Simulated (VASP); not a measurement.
# PtSe2: relaxation of cell and atoms with r2SCAN

PtSe2:

```
Pt Se
1.0
     3.71731    0.00000    0.00000
    -1.85865    3.21928    0.00000
     0.00000    0.00000    5.82007
Pt Se
1 2
Direct
  0.00000 0.00000 0.00000
  0.66667 0.33333 0.77461
  0.33333 0.66667 0.22539
```

```
Program                : VASP 6.6.1
Task                   : relaxation of cell and atoms
Functional             : r2SCAN
Potentials or basis    : VASP PAW PBE potentials, release 64 (Pt, Se)
Cutoff                 : 600 eV
k mesh                 : 12 × 12 × 6
Occupations            : gaussian, width 0.02 eV
Spin                   : no spin polarisation
Dipole correction      : no
Further INCAR settings : ALGO = Normal; EDIFF = 1e-06; IBRION = 2; EDIFFG = -0.005; NSW = 100; ISIF = 3
```

```yaml
Relaxed_volume: 23.23 Å³/atom
Relaxed_cell: a = 3.718 Å, b = 3.718 Å, c = 5.820 Å, α = 90.00°, β = 90.00°, γ = 120.00°
Space_group_after_relaxing_to_0.1_Å: P-3m1 (No. 164)
Energy_gained_by_relaxing: 0.0 meV/atom
Ionic_steps: 3
Pressure_after_relaxing: 0.0 GPa
Band_gap_on_the_k_mesh: 0.57 eV (least direct gap 0.94 eV)
```

Forces in eV/Å, atoms in the order of the input:
```
Pt   0.000  0.000  0.000
Se   0.000  0.000  0.003
Se   0.000  0.000 -0.003
```

Final structure:
```
Pt Se
1.0
     3.71800    0.00000    0.00000
    -1.85900    3.21988    0.00000
     0.00000    0.00000    5.82029
Pt Se
1 2
Cartesian
  0.0000 0.0000 0.0000
  1.8590 1.0733 4.5084
  0.0000 2.1466 1.3119
```

Levels at points of the mesh, in eV from the valence-band top:
| k point | band 8 | band 9 | band 10 | band 11 | band 12 | band 13 | band 14 | band 15 |
| --- | --- | --- | --- | --- | --- | --- | --- | --- |
| (0.00, 0.00, 0.00) | -2.21 | -0.62 | -0.62 | -0.03 | 2.37 | 2.37 | 4.80 | 5.21 |
| (0.50, 0.00, 0.00) | -3.01 | -2.71 | -2.65 | -2.60 | 1.57 | 2.49 | 5.00 | 6.40 |
| (0.00, 0.00, 0.50) | -2.17 | -1.56 | -0.74 | -0.74 | 2.63 | 2.63 | 5.58 | 6.63 |
| (0.50, 0.00, 0.50) | -3.11 | -2.77 | -2.43 | -1.53 | 1.99 | 2.10 | 4.58 | 5.73 |

Wall time 14 min on 1 thread of Intel Xeon 8259CL (shared host), peak memory 0.3 GiB.

Caveat: the PAW data sets were made with another functional, which shifts forces and pressure a little; spin-orbit coupling is left out, which moves the levels of the heavy elements. A k mesh can miss the band edges.
